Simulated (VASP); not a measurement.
Set up this calculation in VASP 6.6.1, as the native input.

- Task: single point
- Functional: PBE
- Potentials or basis: VASP PAW PBE potentials, release 64 (Ba_sv, Cl, Zn, Sb_d_GW)
- Cutoff: 500 eV
- k mesh: 4 × 4 × 2
- Occupations: fermi-dirac, width 0.1 eV
- Spin: no spin polarisation
- Dipole correction: no
- Further INCAR settings: ALGO = Normal; EDIFF = 1e-06; NBANDS = 54

The structure of BaZnSbCl lies in POSCAR:

```
BaZnSbCl
1.0
    4.7021810000      0.0000000000      0.0000000000
    0.0000000000      4.7021810000      0.0000000000
    0.0000000000      0.0000000000     10.3602020000
Ba Cl Zn Sb
2 2 2 2
Direct
    0.7500000000      0.7500000000      0.3507900000
    0.2500000000      0.2500000000      0.6492100000
    0.2500000000      0.7500000000      0.5000000000
    0.7500000000      0.2500000000      0.5000000000
    0.2500000000      0.7500000000      0.0000000000
    0.7500000000      0.2500000000      0.0000000000
    0.2500000000      0.2500000000      0.1660400000
    0.7500000000      0.7500000000      0.8339600000
```

One way to write it, as run:

INCAR

```
SYSTEM = BaZnSbCl
  PREC = Accurate
  ENCUT = 500
  EDIFF = 1E-6
  ISMEAR = -1
  SIGMA = 0.1
  LREAL = .False.
  LASPH = .True.
  NELM = 120
  ALGO = Normal
  ISIF = 2
  LWAVE = .False.
  LCHARG = .True.
  GGA = PE
  LELF = .True.
  LVHAR = .True.
  NBANDS = 54
  GGA_COMPAT = .False.
```

KPOINTS

```
Automatic mesh
0
Gamma
  4 4 2
  0 0 0
```

Potentials or basis: VASP PAW PBE potentials, release 64 (Ba_sv, Cl, Zn, Sb_d_GW).

The run is started by

```console
$ cat potpaw_PBE.64/Ba_sv/POTCAR potpaw_PBE.64/Cl/POTCAR potpaw_PBE.64/Zn/POTCAR potpaw_PBE.64/Sb_d_GW/POTCAR > POTCAR
$ mpirun -np 1 vasp_std > vasp.out
```

Results of the run:

```yaml
Pressure: 4.5 GPa
Largest_force: 3.382 eV/Å
Band_gap_on_the_k_mesh: zero (bands 44 and 45 overlap by 0.07 eV)
```

Caveat: the cell stands under pressure; semilocal functionals underestimate gaps, and a narrow one can read as zero; spin-orbit coupling is left out, which moves the levels of the heavy elements; forces of over 1 eV/Å act on the atoms, so gaps and moduli don't describe the material at rest.

Wall time 110 s on 1 thread of Intel(R) Xeon(R) 6975P-C (Granite Rapids) (shared host), peak memory 0.4 GiB.
